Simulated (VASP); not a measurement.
HfN: single point with PBE

HfN, a wire with vacuum:

```
Hf N
1.0
     9.90000    0.00000    0.00000
     0.00000    9.30000    0.00000
     0.00000    0.00000    3.34630
Hf N
1 1
Direct
  0.45174 0.50000 0.00000
  0.54826 0.50000 0.50000
```

| Property | Result |
| --- | --- |
| Program | VASP 6.6.1 |
| Task | single point |
| Functional | PBE |
| Potentials or basis | VASP PAW PBE potentials, release 64 (Hf_pv, N) |
| Cutoff | 520 eV |
| k mesh | 1 × 1 × 18 |
| Occupations | gaussian, width 0.05 eV |
| Spin | collinear spin, ferromagnetic start |
| Starting moments | [1.5, 0.5] μB |
| Dipole correction | no |
| Further INCAR settings | ALGO = Normal; EDIFF = 1e-06; NBANDS = 18 |

The largest force is 0.065 eV/Å, the net moment is 0.00 μB per cell and the valence electrons inside the program's atomic spheres are Hf 8.49; N 3.72.

Forces on the atoms (eV/Å):
```
Hf   0.065  0.000  0.000
N   -0.065  0.000  0.000
```

Levels at points of the mesh, in eV from the Fermi level:
Spin up:
| k point | band 3 | band 4 | band 5 | band 6 | band 7 | band 8 | band 9 | band 10 | band 11 | band 12 |
| --- | --- | --- | --- | --- | --- | --- | --- | --- | --- | --- |
| (0.00, 0.00, 0.00) | -30.96 | -13.25 | -3.35 | -3.08 | -2.10 | -0.81 | 0.97 | 1.10 | 2.89 | 3.77 |
| (0.00, 0.00, 0.50) | -31.38 | -12.13 | -3.05 | -3.01 | -0.75 | 0.88 | 1.06 | 1.65 | 2.26 | 4.07 |
Spin down:
| k point | band 4 | band 5 | band 6 | band 7 | band 8 | band 9 | band 10 | band 11 |
| --- | --- | --- | --- | --- | --- | --- | --- | --- |
| (0.00, 0.00, 0.00) | -13.25 | -3.35 | -3.08 | -2.10 | -0.81 | 0.97 | 1.10 | 2.89 |
| (0.00, 0.00, 0.50) | -12.13 | -3.05 | -3.01 | -0.75 | 0.88 | 1.06 | 1.65 | 2.26 |

Wall time 100 s on 1 thread of Intel(R) Xeon(R) 6975P-C (Granite Rapids) (shared host), peak memory 0.53 GiB.

Caveat: spin-orbit coupling is left out, which moves the levels of the heavy elements.
